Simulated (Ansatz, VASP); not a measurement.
Given: the input of a run of Ansatz 0.2.0 on Ge2Sb2Te5.

input.yaml

```yaml
crystal:
  lattice:
    - [6.6995226212, -3.0034168868, 0.0]
    - [6.6995226212, 3.0034168868, 0.0]
    - [-6.6915301782, 0.0, 6.7078226543]
  atoms:
    - { symbol: Te, position: [0.594702, 0.594702, 0.386433] }
    - { symbol: Te, position: [0.795288, 0.795288, 0.196112] }
    - { symbol: Te, position: [0.008324, 0.008324, 0.006435] }
    - { symbol: Te, position: [0.206519, 0.206519, 0.809803] }
    - { symbol: Te, position: [0.399959, 0.399959, 0.597118] }
    - { symbol: Sb, position: [0.901708, 0.901708, 0.587873] }
    - { symbol: Sb, position: [0.11187, 0.11187, 0.417352] }
    - { symbol: Ge, position: [0.284287, 0.284287, 0.18783] }
    - { symbol: Ge, position: [0.497343, 0.497343, 0.011044] }
hamiltonian:
  xc: pbe
  pseudopotentials: { kind: paw }
kpoints:
  mp_grid: { grid: [5, 5, 4] }
scf:
  occupations: { method: fermi_dirac, width: 0.05 }
output:
  forces: true
  stress: true
  eigenvalues: true
```

Potentials or basis: Ansatz PAW.

Command:

```sh
$ ansatz run input.yaml --threads 4 --pin off --max-ram 11264MiB --backend cpu --events-out ev --progress --plain --runs-dir out
```

Task: Set up the same calculation for VASP 6.6.1. Potentials there: VASP PAW PBE potentials, release 64 (Te, Sb, Ge_d).

Result: As run (the cutoff follows the program's own potentials):

The input INCAR:

```
PREC = Accurate
ENCUT = 520
EDIFF = 1E-7
ISMEAR = -1
SIGMA = 0.05
LREAL = False
LASPH = True
NELM = 60
ALGO = Normal
ISIF = 2
LWAVE = False
LCHARG = False
GGA = PE
NBANDS = 44
```

Contents of KPOINTS:

```
regular mesh
0
Gamma
  5 5 4
```

The input POSCAR:

```
Ge2Sb2Te5
1.0
    6.6995226212     -3.0034168868      0.0000000000
    6.6995226212      3.0034168868      0.0000000000
   -6.6915301782      0.0000000000      6.7078226543
Te Sb Ge
5 2 2
Direct
    0.5947020000      0.5947020000      0.3864330000
    0.7952880000      0.7952880000      0.1961120000
    0.0083240000      0.0083240000      0.0064350000
    0.2065190000      0.2065190000      0.8098030000
    0.3999590000      0.3999590000      0.5971180000
    0.9017080000      0.9017080000      0.5878730000
    0.1118700000      0.1118700000      0.4173520000
    0.2842870000      0.2842870000      0.1878300000
    0.4973430000      0.4973430000      0.0110440000
```

Potentials or basis: VASP PAW PBE potentials, release 64 (Te, Sb, Ge_d).

Launch:

```bash
$ cat potpaw_PBE.64/Te/POTCAR potpaw_PBE.64/Sb/POTCAR potpaw_PBE.64/Ge_d/POTCAR > POTCAR
$ mpirun -np 1 vasp_std > vasp.out
```

Both were run:

|  | VASP | Ansatz | Ansatz less VASP |
| --- | --- | --- | --- |
| gap on the k mesh at the Fermi level (eV) | 0.20 | 0.21 | +0.002 |
| least direct gap on the mesh (eV) | 0.29 | 0.29 | +0.003 |
| pressure (GPa) | 3.1 | 3.1 | 0.00 |
| traceless stress, the component that is largest in VASP (GPa) | -0.47 | -0.45 | +0.020 |
| rms of the force components (eV/Å) | 0.143 | 0.139 | -0.0038 |

Atom by atom the forces differ by 0.007 eV/Å (rms over components). The functional is the same, so the differences come from potentials, cutoffs and numerics. VASP's potentials hold 68 valence electrons a cell and Ansatz's 138, so a difference there can come from the potentials and not from the codes.

Neither program's run includes spin-orbit coupling. Noted on Ansatz's run: odd divisions of the mesh miss points on the zone boundary, where band edges often lie, so the gap on the mesh can be too wide.
